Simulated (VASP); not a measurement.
# HgTe (I-4m2) in VASP: notebook, part 2 of 3

VASP 6.6.1. Earlier steps stand in the parts before.

## Step 3: Single point, r2SCAN

This run uses another cell than the first one, of 27.99 Å³/atom.

Contents of POSCAR:

```
HgTe
1.0
   -2.9317835519      2.9317835519      1.6279249360
    2.9317835519     -2.9317835519      1.6279249360
    2.9317835519      2.9317835519     -1.6279249360
Hg Te
1 1
Direct
    0.7500000000      0.2500000000      0.5000000000
    0.0000000000      0.0000000000      0.0000000000
```

Contents of INCAR.step1:

```
SYSTEM = HgTe
PREC = Accurate
ENCUT = 520
ISMEAR = -1
SIGMA = 0.05
LREAL = .FALSE.
LASPH = .TRUE.
NELM = 100
NBANDS = 16
GGA = PE
ALGO = Normal
EDIFF = 1E-4
LWAVE = .TRUE.
LCHARG = .FALSE.
```

Contents of INCAR.step2:

```
SYSTEM = HgTe
PREC = Accurate
ENCUT = 520
EDIFF = 1E-6
ISMEAR = -1
SIGMA = 0.05
LREAL = .FALSE.
LASPH = .TRUE.
NELM = 100
ALGO = Normal
ISIF = 2
LWAVE = .FALSE.
LCHARG = .FALSE.
METAGGA = R2SCAN
LMIXTAU = .TRUE.
NBANDS = 16
ISTART = 1
```

Contents of KPOINTS:

```
Automatic mesh
0
G
  10 10 10
  0 0 0
```

Potentials or basis: VASP PAW PBE potentials, release 64 (Hg, Te).

Run with:

```bash
$ cat potpaw_PBE.64/Hg/POTCAR potpaw_PBE.64/Te/POTCAR > POTCAR
$ cp INCAR.step1 INCAR
$ mpirun -np 1 vasp_std > vasp.out
$ cp INCAR.step2 INCAR
$ mpirun -np 1 vasp_std > vasp.out
```

OUTCAR:

```text
SYSTEM = HgTe
   PREC = Accurate
   ENCUT = 520
   EDIFF = 1E-6
   ISMEAR = -1
   LREAL = .FALSE.
   LASPH = .TRUE.
   NELM = 100
   ISIF = 2
   METAGGA = R2SCAN
   ISTART = 1

 ion  position               nearest neighbor table
   1  0.750  0.250  0.500-   2 3.04   2 3.04   2 3.04   2 3.04
   2  0.000  0.000  0.000-   1 3.04   1 3.04   1 3.04   1 3.04

  LATTYP: Found a body centered tetragonal cell.
 ALAT       =     5.8635671038
 C/A-ratio  =     0.5552677772

  Lattice vectors:

 A1 = (  -2.9317835519,   2.9317835519,   1.6279249360)
 A2 = (   2.9317835519,  -2.9317835519,   1.6279249360)
 A3 = (   2.9317835519,   2.9317835519,  -1.6279249360)

Analysis of symmetry for initial positions (statically):
=====================================================================
 Subroutine PRICEL returns:
 Original cell was already a primitive cell.

 Routine SETGRP: Setting up the symmetry group for a
 body centered tetragonal supercell.

[... 162 lines left out ...]
  free energy    TOTEN  =       -74.77479751 eV

  energy without entropy =      -74.76938136  energy(sigma->0) =      -74.77208943

 E-fermi :   4.8349     XC(G=0): -10.5253

 val. band max:        4.7593352438   @ k =  -0.1000  -0.4000   0.1000
 cond. band min:       4.8760003207   @ k =  -0.3000  -0.4000   0.1000
 fundamental gap:      0.1166650769
 Fermi energy:         4.8348961799

 k-point     1 :       0.0000    0.0000    0.0000
  band No.  band energies     occupation
      1      -8.3624      2.00000
      2      -2.9963      2.00000
      3      -2.5572      2.00000
      4      -2.4888      2.00000
      5      -2.1598      2.00000
      6      -2.1598      2.00000
[... 433 lines left out ...]
      3      -2.6237      2.00000
      4      -2.3761      2.00000
      5      -2.3108      2.00000
      6      -2.2151      2.00000
[... 8 lines left out ...]
     15      15.1124      0.00000
     16      16.5429      0.00000

 [... further k-points ...]

------------------------ aborting loop because EDIFF is reached ----------------------------------------

  FORCE on cell =-STRESS in cart. coord.  units (eV):
  Direction    XX          YY          ZZ          XY          YZ          ZX
  --------------------------------------------------------------------------------------
  -------------------------------------------------------------------------------------
  Total        0.0428709      0.0428709      0.0380103      0.0000000      0.0000000      0.0000000
  in kB        1.2271980      1.2271980      1.0880623      0.0000000      0.0000000      0.0000000
  external PRESSURE =       1.1808194 kB  Pullay stress =       0.0000000 kB

 VOLUME and BASIS-vectors are now :
 -----------------------------------------------------------------------------
  energy-cutoff  :      520.00
  volume of cell :       55.97
      direct lattice vectors                 reciprocal lattice vectors
    -2.931783552  2.931783552  1.627924936     0.000000000  0.170544650  0.307139469
     2.931783552 -2.931783552  1.627924936     0.170544650  0.000000000  0.307139469
     2.931783552  2.931783552 -1.627924936     0.170544650  0.170544650  0.000000000

 POSITION                                       TOTAL-FORCE (eV/Angst)
 -----------------------------------------------------------------------------------
      0.00000      2.93178      0.81396        -0.000000      0.000000     -0.000000
      0.00000      0.00000      0.00000         0.000000     -0.000000      0.000000
 -----------------------------------------------------------------------------------
    total drift:                               -0.000000      0.000000     -0.000000

  FREE ENERGIE OF THE ION-ELECTRON SYSTEM (eV)
  ---------------------------------------------------
  free  energy   TOTEN  =       -74.7747975092 eV

  energy  without entropy=      -74.7693813581  energy(sigma->0) =      -74.77208943
```

OUTCAR.step1:

```text
SYSTEM = HgTe
   PREC = Accurate
   ENCUT = 520
   ISMEAR = -1
   LREAL = .FALSE.
   LASPH = .TRUE.
[... 678 lines left out ...]
      0.00000      2.93178      0.81396         0.000000     -0.000000      0.000000
      0.00000      0.00000      0.00000        -0.000000      0.000000     -0.000000
 -----------------------------------------------------------------------------------
    total drift:                               -0.000000      0.000000     -0.000000

  FREE ENERGIE OF THE ION-ELECTRON SYSTEM (eV)
  ---------------------------------------------------
  free  energy   TOTEN  =        -3.2907494814 eV

  energy  without entropy=       -3.2852588025  energy(sigma->0) =       -3.28800414
```

OSZICAR.step1:

```text
N       E                     dE             d eps       ncg     rms          rms(c)
DAV:   1     0.983093697535E+02    0.98309E+02   -0.79451E+03  3280   0.978E+02
DAV:   2    -0.541215337679E+00   -0.98851E+02   -0.91833E+02  3880   0.229E+02
DAV:   3    -0.342987922766E+01   -0.28887E+01   -0.28818E+01  4024   0.391E+01
DAV:   4    -0.344242942752E+01   -0.12550E-01   -0.12549E-01  4088   0.279E+00
DAV:   5    -0.344257900524E+01   -0.14958E-03   -0.14958E-03  4184   0.309E-01    0.748E+00
DAV:   6    -0.329664838431E+01    0.14593E+00   -0.27783E-01  3848   0.677E+00    0.534E+00
DAV:   7    -0.329130345554E+01    0.53449E-02   -0.53592E-02  4040   0.169E+00    0.172E+00
DAV:   8    -0.329076740836E+01    0.53605E-03   -0.74104E-03  3712   0.999E-01    0.188E-01
DAV:   9    -0.329074948139E+01    0.17927E-04   -0.51430E-04  4144   0.235E-01
   1 F= -.32907495E+01 E0= -.32880041E+01  d E =-.549068E-02
```

Run time: 4.4 min. Hardware: 1 thread of Intel Xeon Platinum 8488C (Sapphire Rapids), shared host; peak memory 0.28 GiB.

Results:

```
Free energy            : -74.7748 eV
Pressure               : 0.1 GPa
Band gap on the k mesh : zero (bands 9 and 10 overlap by 4.07 eV)
```

Caveat: the PAW data sets were made with another functional, which shifts forces and pressure a little; spin-orbit coupling is left out, which moves the levels of the heavy elements.

## Step 4: Relaxation of cell and atoms, LDA

This run uses another cell than the first one, of 28.93 Å³/atom.

Contents of INCAR:

```
SYSTEM = HgTe
PREC = Accurate
ENCUT = 600
EDIFF = 1E-7
ISMEAR = -1
SIGMA = 0.05
LREAL = .False.
LASPH = .True.
NELM = 60
ALGO = Normal
ISIF = 3
LWAVE = .False.
LCHARG = .False.
GGA = CA
IBRION = 2
NSW = 60
EDIFFG = -0.01
```

Contents of KPOINTS:

```
regular mesh
0
Gamma
  10 10 10
  0 0 0
```

Contents of POSCAR:

```
HgTe
1.0
   -3.0456030000      3.0456030000      1.5594100000
    3.0456030000     -3.0456030000      1.5594100000
    3.0456030000      3.0456030000     -1.5594100000
Hg Te
1 1
Direct
    0.7500000000      0.2500000000      0.5000000000
    0.0000000000      0.0000000000      0.0000000000
```

Potentials or basis: VASP PAW LDA potentials, release 64 (Hg, Te).

Run with:

```bash
$ cat potpaw_LDA.64/Hg/POTCAR potpaw_LDA.64/Te/POTCAR > POTCAR
$ mpirun -np 1 vasp_std > vasp.out
```

OUTCAR:

```text
SYSTEM = HgTe
   PREC = Accurate
   ENCUT = 600
   EDIFF = 1E-7
   ISMEAR = -1
   LREAL = .False.
   LASPH = .True.
   NELM = 60
   ISIF = 3
   GGA = CA
   IBRION = 2
   NSW = 60
   EDIFFG = -0.01

 ion  position               nearest neighbor table
   1  0.750  0.250  0.500-   2 3.14   2 3.14   2 3.14   2 3.14
   2  0.000  0.000  0.000-   1 3.14   1 3.14   1 3.14   1 3.14

  LATTYP: Found a body centered tetragonal cell.
 ALAT       =     6.0912060000
 C/A-ratio  =     0.5120201156

  Lattice vectors:

 A1 = (  -3.0456030000,   3.0456030000,   1.5594100000)
 A2 = (   3.0456030000,  -3.0456030000,   1.5594100000)
 A3 = (   3.0456030000,   3.0456030000,  -1.5594100000)

Analysis of symmetry for initial positions (statically):
=====================================================================
 Subroutine PRICEL returns:
 Original cell was already a primitive cell.

 Routine SETGRP: Setting up the symmetry group for a
 body centered tetragonal supercell.

 Subroutine GETGRP returns: Found  8 space group operations
 (whereof  8 operations were pure point group operations)
 out of a pool of 16 trial point group operations.

The static configuration has the point symmetry D_2d.

Analysis of symmetry for dynamics (positions and initial velocities):
=====================================================================
 Subroutine PRICEL returns:
 Original cell was already a primitive cell.

 Routine SETGRP: Setting up the symmetry group for a
 body centered tetragonal supercell.

 Subroutine GETGRP returns: Found  8 space group operations
 (whereof  8 operations were pure point group operations)
 out of a pool of 16 trial point group operations.

The dynamic configuration has the point symmetry D_2d.

 Subroutine INISYM returns: Found  8 space group operations
 (whereof  8 operations are pure point group operations),
 and found     1 'primitive' translations

----------------------------------------------------------------------------------------

                                     Primitive cell

  volume of cell :      57.8585

  direct lattice vectors                    reciprocal lattice vectors
    -3.045603000  3.045603000  1.559410000     0.000000000  0.164171102  0.320634086
     3.045603000 -3.045603000  1.559410000     0.164171102  0.000000000  0.320634086
     3.045603000  3.045603000 -1.559410000     0.164171102  0.164171102  0.000000000

  length of vectors
     4.580737366  4.580737366  4.580737366     0.360219888  0.360219888  0.232172999

  position of ions in fractional coordinates (direct lattice)
     0.750000000  0.250000000  0.500000000
     0.000000000  0.000000000  0.000000000

  ion indices of the primitive-cell ions
   primitive index   ion index
                 1           1
                 2           2

----------------------------------------------------------------------------------------

 KPOINTS: regular mesh

Automatic generation of k-mesh.
 Grid dimensions read from file:
 generate k-points for:   10   10   10

 Generating k-lattice:

  Cartesian coordinates                     Fractional coordinates (reciprocal lattice)
     0.000000000  0.016417110  0.032063409     0.100000000 -0.000000000  0.000000000
     0.016417110  0.000000000  0.032063409    -0.000000000  0.100000000  0.000000000
     0.016417110  0.016417110  0.000000000     0.000000000  0.000000000  0.100000000

  Length of vectors
[... 44 lines left out ...]
   NGXF,Y,Z  is equivalent  to a cutoff of  29.03, 29.03, 29.03 a.u.
 SYSTEM =  HgTe
   PREC   = accura    normal or accurate (medium, high low for compatibility)
   ISTART =      0    job   : 0-new  1-cont  2-samecut
   ICHARG =      2    charge: 1-file 2-atom 10-const
   ISPIN  =      1    spin polarized calculation?
   LNONCOLLINEAR =      F non collinear calculations
   LSORBIT =      F    spin-orbit coupling
   LASPH  =      T    aspherical Exc in radial PAW
   ENCUT  =  600.0 eV  44.10 Ry    6.64 a.u.   9.15  9.15  9.15*2*pi/ulx,y,z
   NELM   =     60;   NELMIN=  2; NELMDL= -5     # of ELM steps
   EDIFF  = 0.1E-06   stopping-criterion for ELM
   LREAL  =      F    real-space projection
   EDIFFG = -.1E-01   stopping-criterion for IOM
   NSW    =     60    number of steps for IOM
   IBRION =      2    ionic relax: 0-MD 1-quasi-New 2-CG
   NFREE  =      1    steps in history (QN), initial steepest desc. (CG)
   ISIF   =      3    stress and relaxation
   ISYM   =      2    0-nonsym 1-usesym 2-fastsym
   POTIM  = 0.5000    time-step for ionic-motion
   TEBEG  =    0.0;   TEEND  =   0.0 temperature during run
   PSTRESS=    0.0 pullay stress
   NELECT =      18.0000    total number of electrons
   NUPDOWN=      -1.0000    fix difference up-down
   EMIN   =  10.00;   EMAX   =-10.00  energy-range for DOS
   EFERMI =   0.00;   METHOD = LEGACY
   ISMEAR =    -1;   SIGMA  =   0.05  broadening in eV -4-tet -1-fermi 0-gaus
   EFERMI_NEDOS =   21; number of points for ismear=-14 and -15
   IALGO  =     38    algorithm
   IMIX   =      4    mixing-type and parameters
     AMIX     =   0.40;   BMIX     =  1.00
     AMIX_MAG =   1.60;   BMIX_MAG =  1.00
  volume/ion in A,a.u.               =      28.93       195.22
  Fermi-wavevector in a.u.,A,eV,Ry     =   1.109286  2.096246 16.742166  1.230515
  Thomas-Fermi vector in A             =   2.245823
   LORBIT       =      0    0 simple, 1 ext, 2 COOP (PROOUT), +10 PAW based schemes
   GGA     = CA    functional components
   LHFCALC =     F    Hartree Fock is set to
   AEXX    =    0.0000 exact exchange contribution
   IVDW    =     0    specifies the selected vdW correction
   LEPSILON=     F    determine dielectric tensor
   LRPA    =     F    only Hartree local field effects (RPA)
 conjugate gradient relaxation of ions
 non-spin polarized calculation
  energy-cutoff  :      600.00
  volume of cell :       57.86
 maximum number of plane-waves:      1946
 NGX is ok and might be reduce to    40
   NGX = 19   NGY = 19   NGZ = 19

--------------------------------------- Ionic step        1  -------------------------------------------

 number of electron      17.9999999 magnetization

 Free energy of the ion-electron system (eV)
  ---------------------------------------------------
  ext. energy  EPLUGINS =         0.00000000
  ---------------------------------------------------
  free energy    TOTEN  =        -4.68326918 eV

  energy without entropy =       -4.67299141  energy(sigma->0) =       -4.67813030

------------------------ aborting loop because EDIFF is reached ----------------------------------------

  FORCE on cell =-STRESS in cart. coord.  units (eV):
  Direction    XX          YY          ZZ          XY          YZ          ZX
  --------------------------------------------------------------------------------------
  -------------------------------------------------------------------------------------
  Total       -2.1669986     -2.1669986     -0.7096417      0.0000000      0.0000000      0.0000000
  in kB      -60.0070559    -60.0070559    -19.6509164      0.0000000      0.0000000      0.0000000
  external PRESSURE =     -46.5550094 kB  Pullay stress =       0.0000000 kB
[... 167 lines left out ...]
--------------------------------------- Ionic step        6  -------------------------------------------

 number of electron      18.0000000 magnetization

 E-fermi :   5.4910     XC(G=0): -10.5768

 val. band max:        5.4687152288   @ k =  -0.2000  -0.2000   0.1000
 cond. band min:       5.5128258083   @ k =   0.2000   0.0000   0.0000
 fundamental gap:      0.0441105795
 Fermi energy:         5.4910291968

 k-point     1 :       0.0000    0.0000    0.0000
  band No.  band energies     occupation
      1      -7.6446      2.00000
      2      -2.2290      2.00000
      3      -1.7701      2.00000
      4      -1.6532      2.00000
      5      -1.2290      2.00000
      6      -1.2290      2.00000
      7       2.3999      2.00000
      8       2.9184      2.00000
      9       2.9184      2.00000
     10       8.3607      0.00000
     11      10.2080      0.00000
     12      13.2122      0.00000
     13      13.2122      0.00000
[... 403 lines left out ...]
--------------------------------------- Ionic step        7  -------------------------------------------

 number of electron      18.0000001 magnetization

 Free energy of the ion-electron system (eV)
  ---------------------------------------------------
  ext. energy  EPLUGINS =         0.00000000
  ---------------------------------------------------
  free energy    TOTEN  =        -4.83723340 eV

  energy without entropy =       -4.83248999  energy(sigma->0) =       -4.83486169

 E-fermi :   5.5748     XC(G=0): -10.6092

 val. band max:        5.5611238390   @ k =  -0.2000  -0.2000   0.1000
 cond. band min:       5.5985210677   @ k =   0.2000   0.0000   0.0000
 fundamental gap:      0.0373972287
 Fermi energy:         5.5748391463

 k-point     1 :       0.0000    0.0000    0.0000
  band No.  band energies     occupation
      1      -7.6139      2.00000
      2      -2.1813      2.00000
      3      -1.7186      2.00000
      4      -1.5983      2.00000
      5      -1.1675      2.00000
      6      -1.1675      2.00000
      7       2.4888      2.00000
      8       2.9773      2.00000
      9       2.9773      2.00000
     10       8.4727      0.00000
     11      10.2849      0.00000
     12      13.3216      0.00000
     13      13.3216      0.00000
[... 397 lines left out ...]
  FREE ENERGIE OF THE ION-ELECTRON SYSTEM (eV)
  ---------------------------------------------------
  free  energy   TOTEN  =        -4.8372333988 eV

  energy  without entropy=       -4.8324899887  energy(sigma->0) =       -4.83486169

 reached required accuracy - stopping structural energy minimisation
```

OSZICAR:

```text
N       E                     dE             d eps       ncg     rms          rms(c)
DAV:   1     0.108637475716E+03    0.10864E+03   -0.86916E+03  2652   0.135E+03
[... 61 lines left out ...]
DAV:   1    -0.484464175864E+01   -0.78778E-02   -0.15387E-01  2807   0.494E+00    0.630E-01
DAV:   2    -0.483794185439E+01    0.66999E-02   -0.18350E-02  2787   0.208E+00    0.213E-01
DAV:   3    -0.483734627399E+01    0.59558E-03   -0.16296E-03  2752   0.409E-01    0.190E-01
DAV:   4    -0.483724176127E+01    0.10451E-03   -0.20739E-04  2752   0.110E-01    0.438E-02
DAV:   5    -0.483723469719E+01    0.70641E-05   -0.21598E-05  2772   0.591E-02    0.415E-02
DAV:   6    -0.483723396597E+01    0.73121E-06   -0.46203E-06  2762   0.202E-02    0.133E-02
DAV:   7    -0.483723338009E+01    0.58589E-06   -0.22130E-06  2987   0.207E-02    0.297E-03
DAV:   8    -0.483723339878E+01   -0.18694E-07   -0.17739E-07  1950   0.381E-03
   7 F= -.48372334E+01 E0= -.48348617E+01  d E =-.197939E-02
```

It took 7.5 min on 1 thread of Intel Xeon Platinum 8488C (Sapphire Rapids), shared host; peak memory 0.28 GiB.

What came out:

* Free energy: -4.8372 eV
* Relaxed volume: 25.95 Å³/atom
* Relaxed cell: a = 4.347 Å, b = 4.347 Å, c = 4.347 Å, α = 97.63°, β = 97.63°, γ = 137.26°
* Space group after relaxing (to 0.1 Å): I-4m2 (No. 119)
* Energy gained by relaxing: 77.0 meV/atom
* Ionic steps: 7
* Pressure after relaxing: 0.0 GPa
* Band gap on the k mesh: zero (bands 9 and 10 overlap by 4.26 eV)

Stress tensor (GPa, compression positive):
```
-0.03  0.00  0.00
 0.00 -0.03  0.00
 0.00  0.00  0.05
```

Step by step:
| step | energy change (eV) | largest force (eV/Å) | pressure (GPa) | volume (Å³) |
| --- | --- | --- | --- | --- |
| 1 | 0.0000 | 0.0000 | -4.66 | 57.86 |
| 2 | -0.1306 | 0.0000 | 1.12 | 51.08 |
| 3 | -0.1307 | 0.0000 | 0.91 | 51.25 |
| 4 | -0.1520 | 0.0000 | 0.90 | 51.18 |
| 5 | -0.1520 | 0.0000 | 0.90 | 51.18 |
| 6 | -0.1535 | 0.0000 | -0.42 | 52.25 |
| 7 | -0.1540 | 0.0000 | -0.01 | 51.90 |

Final structure:
```cif
data_structure
_symmetry_space_group_name_H-M 'P 1'
_symmetry_Int_Tables_number 1
_cell_length_a 4.3465
_cell_length_b 4.3465
_cell_length_c 4.3465
_cell_angle_alpha 97.630
_cell_angle_beta 97.630
_cell_angle_gamma 137.260
_cell_volume 51.90
loop_
_atom_site_label
_atom_site_type_symbol
_atom_site_fract_x
_atom_site_fract_y
_atom_site_fract_z
_atom_site_occupancy
Hg1 Hg 0.75000 0.25000 0.50000 1
Te1 Te 0.00000 0.00000 0.00000 1
```

Caveat: spin-orbit coupling is left out, which moves the levels of the heavy elements.

(Continued in part 3 of 3.)

The gap in the log of VASP goes by the Fermi energy; the results here count the filled bands.